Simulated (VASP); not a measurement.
# TiAl (Pm-3m) in VASP: a series of runs

Runs on TiAl. Level: PBE. Tasks: single point, relaxation of cell and atoms.

Everything below comes from runs of VASP 6.6.1. Logs are shortened: lines on timing, memory, paths and dates and some standing lists are left out, and cuts for length are marked.

## Step 1: The cell of the first run

It takes space group Pm-3m (No. 221, cubic). Conventional cell: a = 3.186 Å, b = 3.186 Å, c = 3.186 Å, α = 90.00°, β = 90.00°, γ = 90.00°. Ti (site symmetry m-3m) has 8 Al at 2.76 Å and 6 Ti at 3.19 Å within 3.6 Å. Al (site symmetry m-3m) has 8 Ti at 2.76 Å and 6 Al at 3.19 Å within 3.6 Å.

## Step 2: Single point, PBE

The input, INCAR:

```
SYSTEM = TiAl
ALGO     = Normal         ! electronic algorithm
EDIFF    = 1E-6           ! SCF threshold, eV
ENCUT    = 520            ! plane-wave cutoff, eV
GGA      = PE             ! functional
ISIF     = 2              ! what is computed and relaxed
ISMEAR   = 0              ! smearing method
LASPH    = .TRUE.         ! aspherical terms in the spheres
LCHARG   = .FALSE.        ! write CHGCAR
LREAL    = .FALSE.        ! projectors in reciprocal space
LWAVE    = .FALSE.        ! write WAVECAR
NBANDS   = 14             ! bands
NELM     = 80             ! most SCF steps
PREC     = Accurate       ! precision mode
SIGMA    = 0.1            ! smearing width, eV
```

The input, KPOINTS:

```
k-points
0
G
  14 14 14
  0 0 0
```

The input, POSCAR:

```
TiAl
1.0
    3.1863219221      0.0000000000      0.0000000000
    0.0000000000      3.1863219221      0.0000000000
    0.0000000000      0.0000000000      3.1863219221
Ti Al
1 1
Direct
    0.0000000000      0.0000000000      0.0000000000
    0.5000000000      0.5000000000      0.5000000000
```

Potentials or basis: VASP PAW PBE potentials, release 64 (Ti_sv, Al).

On the command line:

```bash
$ cat potpaw_PBE.64/Ti_sv/POTCAR potpaw_PBE.64/Al/POTCAR > POTCAR
$ mpirun -np 1 vasp_std > vasp.out
```

OUTCAR:

```text
SYSTEM = TiAl
   EDIFF = 1E-6
   ENCUT = 520
   GGA = PE
   ISIF = 2
   ISMEAR = 0
   LASPH = .TRUE.
   LREAL = .FALSE.
   NELM = 80
   PREC = Accurate

 ion  position               nearest neighbor table
   1  0.000  0.000  0.000-   2 2.76   2 2.76   2 2.76   2 2.76   2 2.76   2 2.76   2 2.76   2 2.76

   2  0.500  0.500  0.500-   1 2.76   1 2.76   1 2.76   1 2.76   1 2.76   1 2.76   1 2.76   1 2.76

  LATTYP: Found a simple cubic cell.
 ALAT       =     3.1863219221

  Lattice vectors:

 A1 = (   3.1863219221,   0.0000000000,   0.0000000000)
 A2 = (   0.0000000000,   3.1863219221,   0.0000000000)
 A3 = (   0.0000000000,   0.0000000000,   3.1863219221)

Analysis of symmetry for initial positions (statically):
=====================================================================
 Subroutine PRICEL returns:
 Original cell was already a primitive cell.

 Routine SETGRP: Setting up the symmetry group for a
 simple cubic supercell.

 Subroutine GETGRP returns: Found 48 space group operations
 (whereof 48 operations were pure point group operations)
 out of a pool of 48 trial point group operations.

The static configuration has the point symmetry O_h .

Analysis of symmetry for dynamics (positions and initial velocities):
=====================================================================
 Subroutine PRICEL returns:
 Original cell was already a primitive cell.

 Routine SETGRP: Setting up the symmetry group for a
 simple cubic supercell.

 Subroutine GETGRP returns: Found 48 space group operations
 (whereof 48 operations were pure point group operations)
 out of a pool of 48 trial point group operations.

The dynamic configuration has the point symmetry O_h .

 Subroutine INISYM returns: Found 48 space group operations
 (whereof 48 operations are pure point group operations),
 and found     1 'primitive' translations

----------------------------------------------------------------------------------------

                                     Primitive cell

  volume of cell :      32.3496

  direct lattice vectors                    reciprocal lattice vectors
     3.186321922  0.000000000  0.000000000     0.313841484  0.000000000  0.000000000
     0.000000000  3.186321922  0.000000000     0.000000000  0.313841484  0.000000000
     0.000000000  0.000000000  3.186321922     0.000000000  0.000000000  0.313841484

  length of vectors
     3.186321922  3.186321922  3.186321922     0.313841484  0.313841484  0.313841484

  position of ions in fractional coordinates (direct lattice)
     0.000000000  0.000000000  0.000000000
     0.500000000  0.500000000  0.500000000

  ion indices of the primitive-cell ions
   primitive index   ion index
                 1           1
                 2           2

----------------------------------------------------------------------------------------

 KPOINTS: k-points

Automatic generation of k-mesh.
 Grid dimensions read from file:
 generate k-points for:   14   14   14

 Generating k-lattice:

  Cartesian coordinates                     Fractional coordinates (reciprocal lattice)
     0.022417249  0.000000000  0.000000000     0.071428571  0.000000000  0.000000000
     0.000000000  0.022417249  0.000000000     0.000000000  0.071428571  0.000000000
     0.000000000  0.000000000  0.022417249     0.000000000  0.000000000  0.071428571

  Length of vectors
     0.022417249  0.022417249  0.022417249

  Shift w.r.t. Gamma in fractional coordinates (k-lattice)
     0.000000000  0.000000000  0.000000000

 Subroutine IBZKPT returns following result:
 ===========================================

 Found    120 irreducible k-points:

 Following reciprocal coordinates:
            Coordinates               Weight
  0.000000  0.000000  0.000000      1.000000
  0.071429  0.000000  0.000000      6.000000
  0.142857  0.000000  0.000000      6.000000
  0.214286  0.000000  0.000000      6.000000
  0.285714  0.000000  0.000000      6.000000
  0.357143  0.000000  0.000000      6.000000
[... 16 lines left out ...]
  0.285714  0.214286  0.000000     24.000000
  0.357143  0.214286  0.000000     24.000000
 [... further k-points ...]
   k-points           NKPTS =    120   k-points in BZ     NKDIM =    120   number of bands    NBANDS=     14
   number of dos      NEDOS =    301   number of ions     NIONS =      2
   total plane-waves  NPLWV =  13824
   dimension x,y,z NGX =    24 NGY =   24 NGZ =   24
   dimension x,y,z NGXF=    48 NGYF=   48 NGZF=   48
   ions per type =               1   1
   NGX,Y,Z   is equivalent  to a cutoff of  12.52, 12.52, 12.52 a.u.
   NGXF,Y,Z  is equivalent  to a cutoff of  25.04, 25.04, 25.04 a.u.
 SYSTEM =  TiAl
   PREC   = accura    normal or accurate (medium, high low for compatibility)
   ISTART =      0    job   : 0-new  1-cont  2-samecut
   ICHARG =      2    charge: 1-file 2-atom 10-const
   ISPIN  =      1    spin polarized calculation?
   LNONCOLLINEAR =      F non collinear calculations
   LSORBIT =      F    spin-orbit coupling
   LASPH  =      T    aspherical Exc in radial PAW
   ENCUT  =  520.0 eV  38.22 Ry    6.18 a.u.   5.92  5.92  5.92*2*pi/ulx,y,z
   NELM   =     80;   NELMIN=  2; NELMDL= -5     # of ELM steps
   EDIFF  = 0.1E-05   stopping-criterion for ELM
   LREAL  =      F    real-space projection
   EDIFFG = 0.1E-04   stopping-criterion for IOM
   NSW    =      0    number of steps for IOM
   IBRION =     -1    ionic relax: 0-MD 1-quasi-New 2-CG
   NFREE  =      0    steps in history (QN), initial steepest desc. (CG)
   ISIF   =      2    stress and relaxation
   ISYM   =      2    0-nonsym 1-usesym 2-fastsym
   POTIM  = 0.5000    time-step for ionic-motion
   TEBEG  =    0.0;   TEEND  =   0.0 temperature during run
   PSTRESS=    0.0 pullay stress
   NELECT =      15.0000    total number of electrons
   NUPDOWN=      -1.0000    fix difference up-down
   EMIN   =  10.00;   EMAX   =-10.00  energy-range for DOS
   EFERMI =   0.00;   METHOD = LEGACY
   ISMEAR =     0;   SIGMA  =   0.10  broadening in eV -4-tet -1-fermi 0-gaus
   EFERMI_NEDOS =   21; number of points for ismear=-14 and -15
   IALGO  =     38    algorithm
   IMIX   =      4    mixing-type and parameters
     AMIX     =   0.40;   BMIX     =  1.00
     AMIX_MAG =   1.60;   BMIX_MAG =  1.00
  volume/ion in A,a.u.               =      16.17       109.15
  Fermi-wavevector in a.u.,A,eV,Ry     =   1.267114  2.394498 21.845204  1.605577
  Thomas-Fermi vector in A             =   2.400279
   LORBIT       =      0    0 simple, 1 ext, 2 COOP (PROOUT), +10 PAW based schemes
   GGA     = PE    functional components
   LHFCALC =     F    Hartree Fock is set to
   AEXX    =    0.0000 exact exchange contribution
   IVDW    =     0    specifies the selected vdW correction
   LEPSILON=     F    determine dielectric tensor
   LRPA    =     F    only Hartree local field effects (RPA)
 non-spin polarized calculation
 Gauss-broadening in eV      SIGMA  =   0.10
  energy-cutoff  :      520.00
  volume of cell :       32.35
 maximum number of plane-waves:       912
 NGX is ok and might be reduce to    24
   NGX = 11   NGY = 11   NGZ = 11

 number of electron      14.9999994 magnetization

 Free energy of the ion-electron system (eV)
  ---------------------------------------------------
  ext. energy  EPLUGINS =         0.00000000
  ---------------------------------------------------
  free energy    TOTEN  =       -12.11618418 eV

  energy without entropy =      -12.10389109  energy(sigma->0) =      -12.11003764

 E-fermi :   8.7135     XC(G=0): -11.0573

 val. band max:        8.7001783398   @ k =   0.4286   0.0714   0.0714
 cond. band min:       8.7153156324   @ k =   0.2857   0.2857   0.0000
 fundamental gap:      0.0151372925
 Fermi energy:         8.7134865004

 k-point     1 :       0.0000    0.0000    0.0000
  band No.  band energies     occupation
      1     -48.2080      2.00000
      2     -24.4097      2.00000
      3     -24.4097      2.00000
      4     -24.4097      2.00000
      5      -0.5424      2.00000
      6       7.2798      2.00000
      7       7.2798      2.00000
      8      10.4930      0.00000
      9      10.4930      0.00000
     10      10.4930      0.00000
     11      13.0838      0.00000
     12      13.0838      0.00000
     13      13.0838      0.00000
     14      17.4601      0.00000

 k-point     2 :       0.0714    0.0000    0.0000
  band No.  band energies     occupation
      1     -48.2073      2.00000
      2     -24.4180      2.00000
      3     -24.4090      2.00000
      4     -24.4090      2.00000
      5      -0.4614      2.00000
      6       7.2381      2.00000
      7       7.3162      2.00000
      8      10.3511      0.00000
      9      10.3511      0.00000
     10      10.5026      0.00000
     11      12.7337      0.00000
     12      13.2853      0.00000
     13      13.2853      0.00000
     14      17.3535      0.00000

 k-point     3 :       0.1429    0.0000    0.0000
  band No.  band energies     occupation
      1     -48.2053      2.00000
      2     -24.4413      2.00000
      3     -24.4069      2.00000
      4     -24.4069      2.00000
      5      -0.2208      2.00000
      6       7.0654      2.00000
      7       7.4211      2.00000
      8      10.0250      0.00000
      9      10.0250      0.00000
     10      10.5297      0.00000
     11      12.0600      0.00000
     12      13.7926      0.00000
     13      13.7926      0.00000
     14      17.0519      0.00000
[... 324 lines left out ...]
 k-point    23 :       0.2857    0.2143    0.0000
  band No.  band energies     occupation
      1     -48.1938      2.00000
      2     -24.5041      2.00000
      3     -24.4636      2.00000
      4     -24.3950      2.00000
      5       1.3383      2.00000
      6       6.3596      2.00000
      7       7.2675      2.00000
      8       8.7955      0.24634
      9       9.4516      0.00000
     10      10.0193      0.00000
     11      11.7241      0.00000
     12      13.2239      0.00000
     13      16.1801      0.00000
     14      16.6782      0.00000

 k-point    24 :       0.3571    0.2143    0.0000
  band No.  band energies     occupation
      1     -48.1910      2.00000
      2     -24.5365      2.00000
      3     -24.4600      2.00000
      4     -24.3921      2.00000
      5       1.9396      2.00000
      6       5.5417      2.00000
      7       7.5417      2.00000
      8       8.6544      1.59650
      9       9.2457      0.00000
     10      10.0601      0.00000
     11      11.5834      0.00000
     12      13.6910      0.00000
     13      16.1914      0.00000
     14      16.8286      0.00000

 [... further k-points ...]

------------------------ aborting loop because EDIFF is reached ----------------------------------------

  FORCE on cell =-STRESS in cart. coord.  units (eV):
  Direction    XX          YY          ZZ          XY          YZ          ZX
  --------------------------------------------------------------------------------------
  -------------------------------------------------------------------------------------
  Total       -0.0121091     -0.0121091     -0.0121091      0.0000000      0.0000000     -0.0000000
  in kB       -0.5997289     -0.5997289     -0.5997289      0.0000000      0.0000000     -0.0000000
  external PRESSURE =      -0.5997289 kB  Pullay stress =       0.0000000 kB

 VOLUME and BASIS-vectors are now :
 -----------------------------------------------------------------------------
  energy-cutoff  :      520.00
  volume of cell :       32.35
      direct lattice vectors                 reciprocal lattice vectors
     3.186321922  0.000000000  0.000000000     0.313841484  0.000000000  0.000000000
     0.000000000  3.186321922  0.000000000     0.000000000  0.313841484  0.000000000
     0.000000000  0.000000000  3.186321922     0.000000000  0.000000000  0.313841484

 POSITION                                       TOTAL-FORCE (eV/Angst)
 -----------------------------------------------------------------------------------
      0.00000      0.00000      0.00000         0.000000      0.000000      0.000000
      1.59316      1.59316      1.59316         0.000000      0.000000      0.000000
 -----------------------------------------------------------------------------------
    total drift:                               -0.000000      0.000000      0.000000

  FREE ENERGIE OF THE ION-ELECTRON SYSTEM (eV)
  ---------------------------------------------------
  free  energy   TOTEN  =       -12.1161841801 eV

  energy  without entropy=      -12.1038910928  energy(sigma->0) =      -12.11003764
```

It took 18 s on 1 thread of Intel Xeon Platinum 8488C (Sapphire Rapids), shared host; peak memory 0.18 GiB.

Results:

| Quantity | Value |
| --- | --- |
| Free energy | -12.1162 eV |
| Pressure | -0.1 GPa |
| Band gap on the k mesh | zero (an odd number of electrons rules out a gap without spin polarisation) |

Levels at points of the mesh, in eV from the Fermi level:
```csv
k point,band 4,band 5,band 6,band 7,band 8,band 9,band 10,band 11
"(0.00, 0.00, 0.00)",-33.12,-9.26,-1.43,-1.43,1.78,1.78,1.78,4.37
"(0.50, 0.00, 0.00)",-33.11,-6.04,-5.18,-0.55,0.14,0.14,1.98,2.94
"(0.50, 0.50, 0.00)",-33.09,-5.01,-2.12,-2.12,-1.47,0.70,0.70,2.69
"(0.50, 0.50, 0.50)",-33.25,-3.08,-3.08,-3.08,0.58,2.75,2.75,2.89
```

## Step 3: Relaxation of cell and atoms, PBE

This run uses another cell than the first one, of 16.06 Å³/atom.

The input, INCAR:

```
ALGO = Fast
EDIFF = 1E-6
EDIFFG = -0.01
ENCUT = 600
GGA = PE
IBRION = 2
ISIF = 3
ISMEAR = 0
LASPH = True
LCHARG = False
LREAL = False
LWAVE = False
NELM = 80
NSW = 100
PREC = Accurate
SIGMA = 0.1
```

The input, KPOINTS:

```
k-points
0
Gamma
  14 14 14
```

The input, POSCAR:

```
TiAl
1.0
    3.1790640000      0.0000000000      0.0000000000
    0.0000000000      3.1790640000      0.0000000000
    0.0000000000      0.0000000000      3.1790640000
Ti Al
1 1
Direct
    0.0000000000      0.0000000000      0.0000000000
    0.5000000000      0.5000000000      0.5000000000
```

Potentials or basis: VASP PAW PBE potentials, release 64 (Ti_sv, Al).

On the command line:

```bash
$ cat potpaw_PBE.64/Ti_sv/POTCAR potpaw_PBE.64/Al/POTCAR > POTCAR
$ mpirun -np 1 vasp_std > vasp.out
```

OUTCAR:

```text
EDIFF = 1E-6
   EDIFFG = -0.01
   ENCUT = 600
   GGA = PE
   IBRION = 2
   ISIF = 3
   ISMEAR = 0
   LASPH = True
   LREAL = False
   NELM = 80
   NSW = 100
   PREC = Accurate

 ion  position               nearest neighbor table
   1  0.000  0.000  0.000-   2 2.75   2 2.75   2 2.75   2 2.75   2 2.75   2 2.75   2 2.75   2 2.75

   2  0.500  0.500  0.500-   1 2.75   1 2.75   1 2.75   1 2.75   1 2.75   1 2.75   1 2.75   1 2.75

  LATTYP: Found a simple cubic cell.
 ALAT       =     3.1790640000

  Lattice vectors:

 A1 = (   3.1790640000,   0.0000000000,   0.0000000000)
 A2 = (   0.0000000000,   3.1790640000,   0.0000000000)
 A3 = (   0.0000000000,   0.0000000000,   3.1790640000)

Analysis of symmetry for initial positions (statically):
=====================================================================
 Subroutine PRICEL returns:
[... 304 lines left out ...]
      4     -24.4165      2.00000
      5      -0.5446      2.00000
      6       7.2758      2.00000
      7       7.2758      2.00000
      8      10.4866      0.00000
      9      10.4866      0.00000
     10      10.4866      0.00000
     11      13.0773      0.00000
[... 309 lines left out ...]
 k-point    24 :       0.3571    0.2143    0.0000
  band No.  band energies     occupation
      1     -48.1972      2.00000
      2     -24.5431      2.00000
      3     -24.4667      2.00000
      4     -24.3989      2.00000
      5       1.9364      2.00000
      6       5.5380      2.00000
      7       7.5373      2.00000
      8       8.6493      1.59664
      9       9.2402      0.00000
     10      10.0541      0.00000
     11      11.5764      0.00000

 [... further k-points ...]

------------------------ aborting loop because EDIFF is reached ----------------------------------------

  FORCE on cell =-STRESS in cart. coord.  units (eV):
  Direction    XX          YY          ZZ          XY          YZ          ZX
  --------------------------------------------------------------------------------------
  -------------------------------------------------------------------------------------
  Total       -0.0133942     -0.0133942     -0.0133942     -0.0000000     -0.0000000     -0.0000000
  in kB       -0.6630925     -0.6630925     -0.6630925     -0.0000000     -0.0000000     -0.0000000
  external PRESSURE =      -0.6630925 kB  Pullay stress =       0.0000000 kB
[... 17 lines left out ...]
  FREE ENERGIE OF THE ION-ELECTRON SYSTEM (eV)
  ---------------------------------------------------
  free  energy   TOTEN  =       -12.1163543044 eV

  energy  without entropy=      -12.1040547340  energy(sigma->0) =      -12.11020452

 reached required accuracy - stopping structural energy minimisation
```

OSZICAR:

```text
N       E                     dE             d eps       ncg     rms          rms(c)
DAV:   1     0.966509714931E+02    0.96651E+02   -0.81029E+03  2643   0.153E+03
DAV:   2    -0.717594417633E+01   -0.10383E+03   -0.10145E+03  2658   0.356E+02
DAV:   3    -0.134865056602E+02   -0.63106E+01   -0.59367E+01  4160   0.817E+01
[... 68 lines left out ...]
RMM:   3    -0.121163467925E+02   -0.78271E-05   -0.21289E-04  3513   0.108E-01    0.934E-03
RMM:   4    -0.121163482181E+02   -0.14257E-05   -0.61787E-05  3199   0.595E-02    0.397E-03
RMM:   5    -0.121163518453E+02   -0.36272E-05   -0.26892E-05  2764   0.323E-02    0.681E-03
RMM:   6    -0.121163528932E+02   -0.10479E-05   -0.79745E-06  2252   0.179E-02    0.679E-03
RMM:   7    -0.121163551312E+02   -0.22381E-05   -0.54914E-06  2340   0.252E-02    0.735E-03
RMM:   8    -0.121163543044E+02    0.82680E-06   -0.61200E-06  2627   0.236E-02
   4 F= -.12116354E+02 E0= -.12110205E+02  d E =-.466556E-03
```

CONTCAR:

```text
TiAl
   1.00000000000000
     3.1867695215439600    0.0000000000000000   -0.0000000000000000
     0.0000000000000000    3.1867695215439600   -0.0000000000000000
    -0.0000000000000000    0.0000000000000000    3.1867695215439600
  Ti              Al
     1     1
Direct
     0.0000000000000000    0.0000000000000000    0.0000000000000000
     0.5000000000000000    0.5000000000000000    0.5000000000000000

  0.00000000E+00  0.00000000E+00  0.00000000E+00
  0.00000000E+00  0.00000000E+00  0.00000000E+00
```

It took 2.7 min on 1 thread of Intel Xeon Platinum 8488C (Sapphire Rapids), shared host; peak memory 0.2 GiB.

What came out:

- Free energy: -12.1164 eV
- Relaxed volume: 16.18 Å³/atom
- Relaxed cell: a = 3.187 Å, b = 3.187 Å, c = 3.187 Å, α = 90.00°, β = 90.00°, γ = 90.00°
- Space group after relaxing (to 0.1 Å): Pm-3m (No. 221)
- Energy gained by relaxing: 0.2 meV/atom
- Ionic steps: 4
- Pressure after relaxing: -0.1 GPa
- Band gap on the k mesh: zero (an odd number of electrons rules out a gap without spin polarisation)

Step by step:
```csv
step,energy change (eV),largest force (eV/Å),pressure (GPa),volume (Å³)
1,0.0000,0.0000,0.75,32.13
2,-0.0003,0.0000,-0.50,32.48
3,-0.0005,0.0000,0.12,32.34
4,-0.0005,0.0000,-0.07,32.36
```

Final structure:
```xyz
2
Lattice="3.1868 0.0000 0.0000 0.0000 3.1868 0.0000 0.0000 0.0000 3.1868" Properties=species:S:1:pos:R:3 pbc="T T T"
Ti    0.0000    0.0000    0.0000
Al    1.5934    1.5934    1.5934
```

Levels at points of the mesh, in eV from the Fermi level:
```
           k point  band 4  band 5  band 6  band 7  band 8  band 9  band 10  band 11
(0.00, 0.00, 0.00)  -33.12   -9.25   -1.43   -1.43    1.78    1.78     1.78     4.37
(0.50, 0.00, 0.00)  -33.11   -6.04   -5.18   -0.55    0.14    0.14     1.98     2.94
(0.50, 0.50, 0.00)  -33.10   -5.00   -2.12   -2.12   -1.47    0.70     0.70     2.69
(0.50, 0.50, 0.50)  -33.25   -3.08   -3.08   -3.08    0.58    2.89     2.89     2.89
```
